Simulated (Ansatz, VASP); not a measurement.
# Ta: VASP beside Ansatz

Contents of INCAR:

```
SYSTEM = Ta
PREC = Accurate
ENCUT = 520
EDIFF = 1E-6
ISMEAR = 0
SIGMA = 0.15
LREAL = .False.
LASPH = .True.
NELM = 60
ALGO = Normal
ISIF = 2
LWAVE = .False.
LCHARG = .False.
GGA = PE
NBANDS = 12
```

The input KPOINTS:

```
Automatic mesh
0
Gamma
  20 20 20
  0 0 0
```

Contents of POSCAR:

```
Ta
1.0
   -1.6017416000      1.6512800000      1.6512800000
    1.6017416000     -1.6512800000      1.6512800000
    1.6017416000      1.6512800000     -1.6512800000
Ta
1
Direct
    0.0000000000      0.0000000000      0.0000000000
```

Input for Ansatz:

```yaml
crystal:
  lattice:
    - [-1.6017416, 1.65128, 1.65128]
    - [1.6017416, -1.65128, 1.65128]
    - [1.6017416, 1.65128, -1.65128]
  atoms:
    - { symbol: Ta, position: [0.0, 0.0, 0.0] }
basis:
  ecutwfc: 420
kpoints:
  mp_grid: { grid: [20, 20, 20] }
hamiltonian:
  xc: pbe
scf:
  occupations: { method: gaussian, width: 0.15 }
output:
  forces: true
  stress: true
  eigenvalues: true
```

Change from the starting cell: strain -0.0300 x Voigt [1, 0, 0, 0, 0, 0], atoms carried along.

Alike in both runs: task single point; functional PBE; k mesh 20 × 20 × 20; occupations gaussian, width 0.15 eV; no spin polarisation.

|  | VASP | Ansatz |
| --- | --- | --- |
| version | VASP 6.6.1 | Ansatz 0.2.0 |
| potentials or method | VASP PAW PBE potentials, release 64 (Ta_pv), cutoff 520 eV | scalar-relativistic, plane waves, PAW |
| valence electrons in the cell | 11 | 13 |

|  | VASP | Ansatz | Ansatz less VASP |
| --- | --- | --- | --- |
| gap on the k mesh at the Fermi level (eV) | none | none | - |
| pressure (GPa) | 10.1 | 9.9 | -0.17 |
| traceless stress, the component that is largest in VASP (GPa) | 2.64 | 2.64 | +0.007 |

A gap of «none» marks a metal or a gap that the smearing closes. VASP's potentials hold 11 valence electrons a cell and Ansatz's 13, so a difference there can come from the potentials and not from the codes.

Spin-orbit coupling is off throughout.
